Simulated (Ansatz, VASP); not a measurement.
# Pt: VASP beside Ansatz

File INCAR:

```
SYSTEM = Pt
PREC = Accurate
ENCUT = 520
EDIFF = 1E-6
ISMEAR = -1
SIGMA = 0.05
LREAL = .FALSE.
LASPH = .TRUE.
NELM = 80
ALGO = Normal
ISIF = 2
LWAVE = .FALSE.
LCHARG = .FALSE.
LDIPOL = .TRUE.
IDIPOL = 3
DIPOL = 0.5 0.5 0.500
GGA = CA
NBANDS = 28
```

File KPOINTS:

```
Automatic mesh
0
G
  15 15 1
  0 0 0
```

File POSCAR:

```
Pt
1.0
    2.7533987118      0.0000000000      0.0000000000
    0.0000000000      2.7533987118      0.0000000000
    0.0000000000      0.0000000000     21.8408000000
Pt
4
Direct
    0.2500000000      0.2500000000      0.3662860174
    0.7500000000      0.7500000000      0.4554286721
    0.2500000000      0.2500000000      0.5445713273
    0.7500000000      0.7500000000      0.6337139826
```

Input for Ansatz:

```yaml
crystal:
  lattice:
    - [2.7533987118, 0.0, 0.0]
    - [0.0, 2.7533987118, 0.0]
    - [0.0, 0.0, 21.8408]
  atoms:
    - { symbol: Pt, position: [0.25, 0.25, 0.3662860174] }
    - { symbol: Pt, position: [0.75, 0.75, 0.4554286721] }
    - { symbol: Pt, position: [0.25, 0.25, 0.5445713273] }
    - { symbol: Pt, position: [0.75, 0.75, 0.6337139826] }
kpoints:
  mp_grid: { grid: [15, 15, 1] }
scf:
  occupations: { method: fermi_dirac, width: 0.05 }
  n_extra_bands: 32
hamiltonian:
  xc: lda
  pseudopotentials: { kind: paw }
output:
  forces: true
  stress: true
  eigenvalues: true
  populations: true
efield:
  axis: 3
  amplitude: 0
  dipole_correction: true
```

Alike in both runs: task single point; functional LDA; k mesh 15 × 15 × 1; occupations fermi-dirac, width 0.05 eV; no spin polarisation.

|  | VASP | Ansatz |
| --- | --- | --- |
| version | VASP 6.6.1 | Ansatz 0.2.0 |
| potentials or method | VASP PAW LDA potentials, release 64 (Pt) | PAW with Ansatz's default frozen-core files, scalar-relativistic |
| plane-wave cutoff (eV) | 520 | 420 |
| valence electrons in the cell | 40 | 72 |

VASP gave:

- gap on the k mesh at the Fermi level (eV): none
- rms of the force components (eV/Å): 0.202

Estimate Ansatz's values.

gap on the k mesh at the Fermi level (eV): none; rms of the force components (eV/Å): 0.217.

LDA's correlation is that of Perdew and Zunger in VASP and of Perdew and Wang (1992) in Ansatz. Atom by atom the forces differ by 0.016 eV/Å (rms over components). A gap of «none» marks a metal or a gap that the smearing closes. VASP's potentials hold 40 valence electrons a cell and Ansatz's 72, so a difference there can come from the potentials and not from the codes.

Neither program's run includes spin-orbit coupling.
